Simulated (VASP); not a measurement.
AlN (m):

```
Al N
1.0
     3.11798    0.00000    0.00000
    -1.55899    2.70025    0.00000
     0.00000    0.00000    5.05114
Al N
2 2
Direct
  0.33333 0.66667 0.00000
  0.66667 0.33333 0.50000
  0.33333 0.66667 0.37800
  0.66667 0.33333 0.87800
```

```yaml
Program: VASP 6.6.1
Task: relaxation of cell and atoms
Functional: PBEsol
Potentials_or_basis: VASP PAW PBE potentials, release 64 (Al, N)
Cutoff: 600 eV
k_mesh: 9 × 9 × 6
Occupations: gaussian, width 0.02 eV
Spin: no spin polarisation
```

At the start: pressure -3.2 GPa; volume 10.63 Å³/atom.

Problem. Where does the relaxation end?

Solution. Over 9 steps the energy falls by 2.9 meV/atom and the volume is 10.45 Å³/atom (-1.7 %); space group P6_3mc (No. 186, to 0.05 Å).

The path:
```
step  energy change (eV)  largest force (eV/Å)  pressure (GPa)  volume (Å³)
   1              0.0000                0.1072           -3.18        42.53
   2             -0.0051                0.0610            2.94        41.24
   3             -0.0092                0.0790            0.41        41.75
   4             -0.0110                0.0337            0.16        41.79
   5             -0.0114                0.0001           -0.04        41.82
   6             -0.0114                0.0016           -0.04        41.82
   7             -0.0114                0.0031           -0.03        41.82
   8             -0.0114                0.0001            0.03        41.81
   9             -0.0114                0.0011            0.01        41.81
```

Final structure:
```
Al N
1.0
     3.11281    0.00000    0.00000
    -1.55641    2.69577    0.00000
     0.00000    0.00000    4.98248
Al N
2 2
Cartesian
  0.0000 1.7972 4.9726
  1.5564 0.8986 2.4814
  0.0000 1.7972 1.8932
  1.5564 0.8986 4.3845
```

Caveat: the PAW data sets were made with another functional, which shifts forces and pressure a little.
